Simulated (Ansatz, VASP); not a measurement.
Two plane-wave programs on MoS2

```
Mo S
1.0
     3.22734    0.04075    0.00296
    -1.57838    2.80338    0.00625
     0.00578    0.01745    6.42731
Mo S
1 2
Direct
  0.00641 0.99869 0.49642
  0.33178 0.66895 0.25686
  0.67189 0.33278 0.74404
```

Alike in both runs: task single point; functional PBEsol; k mesh 6 × 6 × 3; no spin polarisation.

|  | VASP | Ansatz |
| --- | --- | --- |
| version | VASP 6.6.1 | Ansatz 0.2.0 |
| potentials or method | VASP PAW PBE potentials, release 64 (Mo_sv, S), cutoff 520 eV | plane waves, PAW |
| occupations | methfessel-paxton of order 1, width 0.1 eV | cold, width 0.1 eV |
| valence electrons in the cell | 26 | 26 |

```tsv
	VASP	Ansatz	Ansatz less VASP
pressure (GPa)	-6.1	-6.1	-0.02
traceless stress, the component that is largest in VASP (GPa)	-2.81	-2.78	+0.036
rms of the force components (eV/Å)	0.337	0.335	-0.0016
```

VASP's potentials were made for PBE, not for PBEsol. Atom by atom the forces differ by 0.006 eV/Å (rms over components). Ansatz's warnings: stress scf threshold loose.

The k mesh is coarse, so the values compare programs but aren't converged.
